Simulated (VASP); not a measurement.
Crystal: Pt.

```
CELL_PARAMETERS angstrom
0.00000 1.96090 1.96090
1.96090 0.00000 1.96090
1.96090 1.96090 0.00000
ATOMIC_POSITIONS crystal
Pt 0.00000 0.00000 0.00000
```

* Program: VASP 6.6.1
* Task: relaxation of cell and atoms
* Functional: LDA
* Potentials or basis: VASP PAW LDA potentials, release 64 (Pt)
* Cutoff: 600 eV
* k mesh: 11 × 11 × 11
* Occupations: methfessel-paxton, width 0.1 eV
* Spin: no spin polarisation

At the start: pressure -5.9 GPa; volume 15.08 Å³/atom.

Question: How do energy, volume and symmetry change on relaxing?

Answer: Over 4 steps the energy falls by 5.6 meV/atom and the volume is 14.78 Å³/atom (-2.0 %); space group Fm-3m (No. 225, to 0.1 Å) before and after.

Step by step:
| step | energy change (eV) | largest force (eV/Å) | pressure (GPa) | volume (Å³) |
| --- | --- | --- | --- | --- |
| 1 | 0.0000 | 0.0000 | -5.88 | 15.08 |
| 2 | 0.0514 | 0.0000 | 22.25 | 13.90 |
| 3 | -0.0056 | 0.0000 | -0.16 | 14.79 |
| 4 | -0.0056 | 0.0000 | -0.02 | 14.78 |

Final structure:
```yaml
crystal:
  lattice:
    - [0.00000, 1.94785, 1.94785]
    - [1.94785, 0.00000, 1.94785]
    - [1.94785, 1.94785, 0.00000]
  atoms:
    - { symbol: Pt, position: [0.00000, 0.00000, 0.00000] }
```
